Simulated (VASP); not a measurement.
Crystal: GaGe2O4.

```xyz
7
Lattice="-1.8250 1.8250 5.9521 1.8250 -1.8250 5.9521 1.8250 1.8250 -5.9521" Properties=species:S:1:pos:R:3 pbc="T T T"
Ga    0.0000    0.0000    0.0000
Ge    0.0000    0.0000    4.2113
Ge    0.0000    0.0000    7.6928
O     0.0000    1.8250    0.0000
O     1.8250    0.0000    0.0000
O     0.0000    0.0000    1.8250
O     0.0000    0.0000   10.0791
```

```yaml
Program: VASP 6.6.1
Task: relaxation of cell and atoms
Functional: PBE
Potentials_or_basis: VASP PAW PBE potentials, release 64 (Ga_d, Ge_d, O)
Cutoff: 600 eV
k_mesh: 6 × 6 × 6
Occupations: gaussian, width 0.1 eV
Spin: no spin polarisation
```

At the start: pressure 15.8 GPa; volume 11.33 Å³/atom.

Task: How do energy, volume and symmetry change on relaxing?

Result: Over 20 steps the energy falls by 298.9 meV/atom and the volume is 12.12 Å³/atom (+7.0 %); space group I4/mmm (No. 139, to 0.05 Å).

The path:
| step | energy change (eV) | largest force (eV/Å) | pressure (GPa) | volume (Å³) |
| --- | --- | --- | --- | --- |
| 1 | 0.0000 | 4.5621 | 15.80 | 79.30 |
| 2 | -0.8811 | 0.7475 | -11.59 | 92.82 |
| 3 | -1.0180 | 1.1889 | -6.12 | 88.48 |
| 4 | -1.4709 | 1.0496 | -3.09 | 84.94 |
| 5 | -0.6033 | 5.6531 | 30.48 | 74.50 |
| 6 | -1.6105 | 1.1078 | -0.47 | 83.11 |
| 7 | -1.8219 | 0.1566 | 8.92 | 78.78 |
| 8 | -1.8310 | 0.3686 | 5.89 | 79.90 |
| 9 | -1.8350 | 0.2243 | 6.75 | 79.52 |
| 10 | -1.8604 | 1.9128 | 6.84 | 82.02 |
| 11 | -1.9368 | 0.7287 | 6.02 | 80.96 |
| 12 | -2.0321 | 0.1436 | -2.97 | 86.09 |
| 13 | -2.0378 | 0.1845 | -1.42 | 85.05 |
| 14 | -2.0712 | 0.1222 | -0.78 | 85.00 |
| 15 | -2.0835 | 0.2465 | -0.02 | 84.93 |
| 16 | -2.0837 | 0.2638 | 0.09 | 84.92 |
| 17 | -2.0895 | 0.1621 | -0.14 | 84.99 |
| 18 | -2.0907 | 0.1877 | -0.29 | 85.04 |
| 19 | -2.0918 | 0.0766 | 0.47 | 84.78 |
| 20 | -2.0924 | 0.0242 | 0.11 | 84.87 |

Final structure:
```cif
data_structure
_symmetry_space_group_name_H-M 'P 1'
_symmetry_Int_Tables_number 1
_cell_length_a 6.0413
_cell_length_b 6.0413
_cell_length_c 6.0413
_cell_angle_alpha 141.482
_cell_angle_beta 141.482
_cell_angle_gamma 55.609
_cell_volume 84.87
loop_
_atom_site_label
_atom_site_type_symbol
_atom_site_fract_x
_atom_site_fract_y
_atom_site_fract_z
_atom_site_occupancy
Ga1 Ga 0.00000 0.00000 0.00000 1
Ge1 Ge 0.35505 0.35505 0.00000 1
Ge2 Ge 0.64495 0.64495 0.00000 1
O1 O 0.50000 0.00000 0.50000 1
O2 O 0.00000 0.50000 0.50000 1
O3 O 0.18552 0.18552 0.00000 1
O4 O 0.81448 0.81448 0.00000 1
```

Caveat: the k points lie up to 0.37 Å⁻¹ apart in the final cell; an odd number of electrons without spin polarisation forces a metal; a magnetic or distorted state may lie lower.
